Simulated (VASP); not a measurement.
Set up this calculation in VASP 6.6.1, as the native input.

| Quantity | Value |
| --- | --- |
| Task | single point |
| Functional | LDA |
| Potentials or basis | VASP PAW LDA potentials, release 64 (Co_sv) |
| Cutoff | 600 eV |
| k mesh | 17 × 17 × 17 |
| Occupations | fermi-dirac, width 0.05 eV |
| Spin | collinear spin, ferromagnetic start |
| Starting moments | [1.7] μB |
| Dipole correction | no |
| Second run | valence_matched |
| Further INCAR settings | ALGO = Normal; EDIFF = 1e-06; NBANDS = 18 |

The structure of Co lies in POSCAR:

```
Co
1.0
    2.1364944481      0.0000000000      0.0000000000
    0.0000000000      2.1364944481      0.0000000000
    0.0000000000      0.0000000000      2.1364944481
Co
1
Direct
    0.0000000000      0.0000000000      0.0000000000
```

This cell differs from its parent crystal: volume scaled by 0.85.

One way to write it, as run:

INCAR

```
SYSTEM = Co
  PREC = Accurate
  ENCUT = 600
  EDIFF = 1E-6
  ISMEAR = -1
  SIGMA = 0.05
  LREAL = .FALSE.
  LASPH = .TRUE.
  NELM = 200
  ALGO = Normal
  ISIF = 2
  LWAVE = .FALSE.
  LCHARG = .TRUE.
  ISPIN = 2
  MAGMOM = 1.7
  LORBIT = 11
  LMAXMIX = 4
  GGA = CA
  LELF = .TRUE.
  LVHAR = .TRUE.
  NBANDS = 18
  GGA_COMPAT = .FALSE.
```

KPOINTS

```
regular mesh
0
G
  17 17 17
  0 0 0
```

Potentials or basis: VASP PAW LDA potentials, release 64 (Co_sv).

Launch:

```console
$ cat potpaw_LDA.64/Co_sv/POTCAR > POTCAR
$ mpirun -np 1 vasp_std > vasp.out
```

It gave:

* Pressure: 41.0 GPa
* Net moment: 1.23 μB per cell
* Site moments: Co +1.21 μB
* Valence electrons inside the program's atomic spheres: Co 15.32

It took 63 s on 1 thread of Intel(R) Xeon(R) Platinum 8488C (Sapphire Rapids) (shared host), peak memory 0.16 GiB.
